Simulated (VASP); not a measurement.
# NaSiO3 (Pm-3m) in VASP: notebook, part 2 of 2

VASP 6.6.1. The steps go on from the part before.

### Step 3. Single point, LDA

INCAR

```
SYSTEM = NaSiO3
PREC = Accurate ; ENCUT = 600
EDIFF = 1E-6 ; ISMEAR = -1
SIGMA = 0.1 ; LREAL = .False.
LASPH = .True. ; NELM = 120
ALGO = Normal ; ISIF = 2
LWAVE = .False. ; LCHARG = .False.
GGA = CA ; NBANDS = 22
GGA_COMPAT = .False.
```

KPOINTS

```
Automatic mesh
0
Gamma
  3 3 3
  0 0 0
```

POSCAR

```
NaSiO3
1.0
    3.5612510000      0.0000000000      0.0000000000
    0.0000000000      3.5612510000      0.0000000000
    0.0000000000      0.0000000000      3.5612510000
Na Si O
1 1 3
Direct
    0.0000000000      0.0000000000      0.0000000000
    0.5000000000      0.5000000000      0.5000000000
    0.5000000000      0.5000000000      0.0000000000
    0.5000000000      0.0000000000      0.5000000000
    0.0000000000      0.5000000000      0.5000000000
```

Potentials or basis: VASP PAW LDA potentials, release 64 (Na_pv, Si, O).

Started as:

```bash
$ cat potpaw_LDA.64/Na_pv/POTCAR potpaw_LDA.64/Si/POTCAR potpaw_LDA.64/O/POTCAR > POTCAR
$ mpirun -np 1 vasp_std > vasp.out
```

OUTCAR:

```text
SYSTEM = NaSiO3
   PREC = Accurate
   ENCUT = 600
   EDIFF = 1E-6
   ISMEAR = -1
   LREAL = .False.
   LASPH = .True.
   NELM = 120
   ISIF = 2
   GGA = CA

 ion  position               nearest neighbor table
   1  0.000  0.000  0.000-
   2  0.500  0.500  0.500-   3 1.78   4 1.78   5 1.78   3 1.78   4 1.78   5 1.78
   3  0.500  0.500  0.000-   2 1.78   2 1.78
   4  0.500  0.000  0.500-   2 1.78   2 1.78
   5  0.000  0.500  0.500-   2 1.78   2 1.78

  LATTYP: Found a simple cubic cell.
 ALAT       =     3.5612510000

  Lattice vectors:

 A1 = (   3.5612510000,   0.0000000000,   0.0000000000)
 A2 = (   0.0000000000,   3.5612510000,   0.0000000000)
 A3 = (   0.0000000000,   0.0000000000,   3.5612510000)

Analysis of symmetry for initial positions (statically):
=====================================================================
 Subroutine PRICEL returns:
 Original cell was already a primitive cell.

 Routine SETGRP: Setting up the symmetry group for a
 simple cubic supercell.

 Subroutine GETGRP returns: Found 48 space group operations
 (whereof 48 operations were pure point group operations)
 out of a pool of 48 trial point group operations.

The static configuration has the point symmetry O_h .

Analysis of symmetry for dynamics (positions and initial velocities):
=====================================================================
 Subroutine PRICEL returns:
 Original cell was already a primitive cell.

 Routine SETGRP: Setting up the symmetry group for a
 simple cubic supercell.

 Subroutine GETGRP returns: Found 48 space group operations
[... 98 lines left out ...]
   PSTRESS=    0.0 pullay stress
   NELECT =      29.0000    total number of electrons
   NUPDOWN=      -1.0000    fix difference up-down
   EMIN   =  10.00;   EMAX   =-10.00  energy-range for DOS
   EFERMI =   0.00;   METHOD = LEGACY
   ISMEAR =    -1;   SIGMA  =   0.10  broadening in eV -4-tet -1-fermi 0-gaus
   EFERMI_NEDOS =   21; number of points for ismear=-14 and -15
   IALGO  =     38    algorithm
   IMIX   =      4    mixing-type and parameters
     AMIX     =   0.40;   BMIX     =  1.00
     AMIX_MAG =   1.60;   BMIX_MAG =  1.00
  volume/ion in A,a.u.               =       9.03        60.96
  Fermi-wavevector in a.u.,A,eV,Ry     =   1.412337  2.668929 27.139473  1.994695
  Thomas-Fermi vector in A             =   2.534096
   LORBIT       =      0    0 simple, 1 ext, 2 COOP (PROOUT), +10 PAW based schemes
   GGA     = CA    functional components
   LHFCALC =     F    Hartree Fock is set to
   AEXX    =    0.0000 exact exchange contribution
   IVDW    =     0    specifies the selected vdW correction
   LEPSILON=     F    determine dielectric tensor
   LRPA    =     F    only Hartree local field effects (RPA)
 non-spin polarized calculation
  energy-cutoff  :      600.00
  volume of cell :       45.17
 maximum number of plane-waves:      1510
   NGX = 15   NGY = 15   NGZ = 15

 number of electron      29.0000018 magnetization

 Free energy of the ion-electron system (eV)
  ---------------------------------------------------
  ext. energy  EPLUGINS =         0.00000000
  ---------------------------------------------------
  free energy    TOTEN  =       -35.06185201 eV

  energy without entropy =      -34.90556391  energy(sigma->0) =      -34.98370796

 E-fermi :   4.1991     XC(G=0): -11.8582

 val. band max:        4.1533709090   @ k =   0.3333   0.3333   0.0000
 cond. band min:       4.2810991444   @ k =   0.3333   0.3333   0.3333
 fundamental gap:      0.1277282354
 Fermi energy:         4.1990914472

 k-point     1 :       0.0000    0.0000    0.0000
  band No.  band energies     occupation
      1     -16.7441      2.00000
      2     -16.7441      2.00000
      3     -16.7441      2.00000
      4     -15.8343      2.00000
      5     -12.0448      2.00000
      6     -12.0448      2.00000
[... 89 lines left out ...]
     21      18.7049      0.00000
     22      18.7135      0.00000

------------------------ aborting loop because EDIFF is reached ----------------------------------------

  FORCE on cell =-STRESS in cart. coord.  units (eV):
  Direction    XX          YY          ZZ          XY          YZ          ZX
  --------------------------------------------------------------------------------------
  -------------------------------------------------------------------------------------
  Total       -2.9743970     -2.9743970     -2.9743970     -0.0000000     -0.0000000      0.0000000
  in kB     -105.5119782   -105.5119782   -105.5119782     -0.0000000     -0.0000000      0.0000000
  external PRESSURE =    -105.5119782 kB  Pullay stress =       0.0000000 kB

 VOLUME and BASIS-vectors are now :
 -----------------------------------------------------------------------------
  energy-cutoff  :      600.00
  volume of cell :       45.17
      direct lattice vectors                 reciprocal lattice vectors
     3.561251000  0.000000000  0.000000000     0.280800202  0.000000000  0.000000000
     0.000000000  3.561251000  0.000000000     0.000000000  0.280800202  0.000000000
     0.000000000  0.000000000  3.561251000     0.000000000  0.000000000  0.280800202

 POSITION                                       TOTAL-FORCE (eV/Angst)
 -----------------------------------------------------------------------------------
      0.00000      0.00000      0.00000         0.000000      0.000000      0.000000
      1.78063      1.78063      1.78063         0.000000      0.000000      0.000000
      1.78063      1.78063      0.00000         0.000000      0.000000      0.000000
      1.78063      0.00000      1.78063         0.000000      0.000000      0.000000
      0.00000      1.78063      1.78063         0.000000      0.000000      0.000000
 -----------------------------------------------------------------------------------
    total drift:                                0.000000      0.000000      0.000000

  FREE ENERGIE OF THE ION-ELECTRON SYSTEM (eV)
  ---------------------------------------------------
  free  energy   TOTEN  =       -35.0618520146 eV

  energy  without entropy=      -34.9055639105  energy(sigma->0) =      -34.98370796
```

stdout:

```text
POSCAR found type information on POSCAR NaSiO
 POSCAR found :  3 types and       5 ions
 scaLAPACK will be used
 LDA part: xc-table for (Slater(with rela. corr.)+CA(PZ))
 , standard interpolation
 POSCAR, INCAR and KPOINTS ok, starting setup
 FFT: planning ... GRIDC
 FFT: planning ... GRID_SOFT
 FFT: planning ... GRID
 WAVECAR not read
 entering main loop
```

It took 3.8 s on 1 thread of Intel Xeon Platinum 8259CL at 2.50GHz (Skylake/Cascade Lake), shared host; peak memory 0.13 GiB.

What came out:

- Free energy: -35.0619 eV
- Pressure: -10.6 GPa
- Band gap on the k mesh: zero (an odd number of electrons rules out a gap without spin polarisation)

Levels at points of the mesh, in eV from the Fermi level:
| k point | band 13 | band 14 | band 15 | band 16 | band 17 | band 18 |
| --- | --- | --- | --- | --- | --- | --- |
| (0.00, 0.00, 0.00) | -0.78 | -0.78 | -0.78 | 4.53 | 7.03 | 12.11 |

Caveat: the k points lie up to 0.59 Å⁻¹ apart, too coarse for converged energies and pressures of a metal; an odd number of electrons without spin polarisation forces a metal; a magnetic or distorted state may lie lower.

### Step 4. Single point, LDA

INCAR

```
PREC     = Accurate       # precision mode
ENCUT    = 600            # plane-wave cutoff, eV
EDIFF    = 1E-6           # SCF threshold, eV
ISMEAR   = -1             # smearing method
SIGMA    = 0.1            # smearing width, eV
LREAL    = False          # projectors in reciprocal space
LASPH    = True           # aspherical terms in the spheres
NELM     = 120            # most SCF steps
ALGO     = Normal         # electronic algorithm
ISIF     = 2              # what is computed and relaxed
LWAVE    = False          # write WAVECAR
LCHARG   = False          # write CHGCAR
NBANDS   = 22             # bands
GGA_COMPAT= False
```

KPOINTS

```
regular mesh
0
Gamma
  4 4 4
```

POSCAR is that of step 3.

Started as:

```bash
$ cat potpaw_LDA.64/Na_pv/POTCAR potpaw_LDA.64/Si/POTCAR potpaw_LDA.64/O/POTCAR > POTCAR
$ mpirun -np 1 vasp_std > vasp.out
```

Wall time 7.7 s (1 thread of Intel Xeon Platinum 8259CL at 2.50GHz (Skylake/Cascade Lake), shared host); peak memory 0.14 GiB.

It converged, with:

```
Free energy            : -35.0795 eV
Pressure               : -10.7 GPa
Band gap on the k mesh : zero (an odd number of electrons rules out a gap without spin polarisation)
```

Levels at points of the mesh, in eV from the Fermi level:
| k point | band 11 | band 12 | band 13 | band 14 | band 15 | band 16 | band 17 | band 18 | band 19 | band 20 |
| --- | --- | --- | --- | --- | --- | --- | --- | --- | --- | --- |
| (0.00, 0.00, 0.00) | -0.82 | -0.82 | -0.59 | -0.59 | -0.59 | 4.73 | 7.22 | 12.30 | 12.30 | 12.30 |
| (0.50, 0.00, 0.00) | -1.99 | -1.99 | -1.43 | -0.70 | -0.70 | 8.34 | 10.60 | 10.89 | 13.15 | 13.28 |
| (0.50, 0.50, 0.00) | -2.06 | -2.06 | -1.99 | -1.99 | 0.65 | 11.28 | 11.36 | 11.36 | 11.91 | 13.51 |
| (0.50, 0.50, 0.50) | -2.56 | -2.56 | 0.68 | 0.68 | 0.68 | 9.38 | 9.71 | 9.71 | 9.71 | 14.39 |

Caveat: the k points lie up to 0.44 Å⁻¹ apart, too coarse for converged energies and pressures of a metal; an odd number of electrons without spin polarisation forces a metal; a magnetic or distorted state may lie lower.

### Step 5. Single point, LDA

INCAR

```
PREC = Accurate
ENCUT = 600
EDIFF = 1E-6
ISMEAR = -1
SIGMA = 0.1
LREAL = F
LASPH = T
NELM = 120
ALGO = Normal
ISIF = 2
LWAVE = F
LCHARG = F
NBANDS = 22
GGA_COMPAT = F
```

KPOINTS

```
Automatic mesh
0
Gamma
  5 5 5
```

POSCAR is that of step 4.

Started as:

```bash
$ cat potpaw_LDA.64/Na_pv/POTCAR potpaw_LDA.64/Si/POTCAR potpaw_LDA.64/O/POTCAR > POTCAR
$ mpirun -np 1 vasp_std > vasp.out
```

Run time: 7.5 s. Hardware: 1 thread of Intel Xeon Platinum 8259CL at 2.50GHz (Skylake/Cascade Lake), shared host; peak memory 0.13 GiB.

Results (log left out):

```yaml
Free_energy: -35.1691 eV
Pressure: -11.6 GPa
Band_gap_on_the_k_mesh: zero (an odd number of electrons rules out a gap without spin polarisation)
```

Levels at points of the mesh, in eV from the Fermi level:
```
           k point  band 13  band 14  band 15  band 16  band 17  band 18
(0.00, 0.00, 0.00)    -0.64    -0.64    -0.64     4.68     7.18    12.26
```

Caveat: the cell stands under tension; an odd number of electrons without spin polarisation forces a metal; a magnetic or distorted state may lie lower.

### Step 6. Single point, LDA

INCAR

```
SYSTEM = NaSiO3
ALGO = Normal
EDIFF = 1E-6
ENCUT = 600
GGA_COMPAT = .False.
ISIF = 2
ISMEAR = -1
LASPH = .True.
LCHARG = .True.
LELF = .True.
LREAL = .False.
LVHAR = .True.
LWAVE = .False.
NBANDS = 22
NELM = 120
PREC = Accurate
SIGMA = 0.1
```

KPOINTS

```
k-points
0
Gamma
  6 6 6
  0 0 0
```

POSCAR is that of step 5.

Potentials or basis: VASP PAW LDA potentials, release 64 (Na_pv, Si, O).

Started as:

```bash
$ cat potpaw_LDA.64/Na_pv/POTCAR potpaw_LDA.64/Si/POTCAR potpaw_LDA.64/O/POTCAR > POTCAR
$ mpirun -np 1 vasp_std > vasp.out
```

Run time: 14 s. Hardware: 1 thread of Intel Xeon Platinum 8259CL at 2.50GHz (Skylake/Cascade Lake), shared host; peak memory 0.14 GiB.

The run converged. Its results:

```
Free energy            : -35.1438 eV
Pressure               : -11.3 GPa
Band gap on the k mesh : zero (an odd number of electrons rules out a gap without spin polarisation)
```

Levels at points of the mesh, in eV from the Fermi level:
| k point | band 12 | band 13 | band 14 | band 15 | band 16 | band 17 | band 18 | band 19 |
| --- | --- | --- | --- | --- | --- | --- | --- | --- |
| (0.00, 0.00, 0.00) | -0.98 | -0.75 | -0.75 | -0.75 | 4.57 | 7.07 | 12.15 | 12.15 |
| (0.50, 0.00, 0.00) | -2.14 | -1.59 | -0.85 | -0.85 | 8.19 | 10.45 | 10.74 | 13.00 |
| (0.50, 0.50, 0.00) | -2.21 | -2.14 | -2.14 | 0.49 | 11.12 | 11.20 | 11.20 | 11.76 |
| (0.50, 0.50, 0.50) | -2.72 | 0.52 | 0.52 | 0.52 | 9.23 | 9.56 | 9.56 | 9.56 |

Caveat: the cell stands under tension; an odd number of electrons without spin polarisation forces a metal; a magnetic or distorted state may lie lower.

### Step 7. Summary

```tsv
k mesh	gap on the mesh (eV)	pressure (GPa)
3 × 3 × 3	none	-10.6
4 × 4 × 4	none	-10.7
5 × 5 × 5	none	-11.6
6 × 6 × 6	none	-11.3
```

Alike in all rows: task single point; level LDA; potentials or basis VASP PAW LDA potentials, release 64 (Na_pv, Si, O); no spin polarisation; cell as given; cutoff (eV) 600; smearing fermi-dirac 0.1 eV.

Caveats: some runs use coarse meshes; an odd number of electrons without spin polarisation forces a metal; a magnetic or distorted state may lie lower; the cell stands under tension (at least some runs).

Total energies depend on the potentials used, so only differences within one code and one set of settings carry meaning.
